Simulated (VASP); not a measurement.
Runs of VASP 6.6.1 on Rh. The structure is that of space group Fm-3m (No. 225), or close to it. The cells are those of the table. 

```csv
task,cell,k mesh,cutoff (eV),gap on the mesh (eV),pressure (GPa)
single point,"a = 2.682 Å, angles 60.0°, 1 atom",18 × 18 × 18,520,none,8.0
relaxation of cell and atoms,"relaxed to 60 GPa from a = 2.566 Å, angles 60.0°, 1 atom",20 × 20 × 20,600,none,60.0
single point,"a = 2.571 Å, angles 60.0°, 1 atom",20 × 20 × 20,520,none,(a)
relaxation of cell and atoms,"relaxed to 15 GPa from a = 2.661 Å, angles 60.0°, 1 atom",18 × 18 × 18,600,none,15.0
single point,"a = 2.698 Å, angles 60.0°, 1 atom",18 × 18 × 18,520,none,3.0
relaxation of cell and atoms,"relaxed to -3 GPa from a = 2.734 Å, angles 60.0°, 1 atom",18 × 18 × 18,600,none,-3.0
single point,"a = 2.662 Å, angles 60.0°, 1 atom",18 × 18 × 18,520,none,15.0
relaxation of cell and atoms,"relaxed to 3 GPa from a = 2.683 Å, angles 60.0°, 1 atom",18 × 18 × 18,600,none,3.0
```

Alike in all rows: level PBE; potentials or basis VASP PAW PBE potentials, release 64 (Rh_pv); no spin polarisation; smearing gaussian 0.1 eV.

Fill in the values left out.

(a) 60.1.

Caveats: the cell stands under pressure (at least some runs); the cell is relaxed towards a set pressure, so the run minimises the enthalpy, not the energy (at least some runs).

A k mesh can miss the band edges, and the runs leave out spin-orbit coupling on Rh.

A gap of «none» marks levels without a gap at the run's occupations.
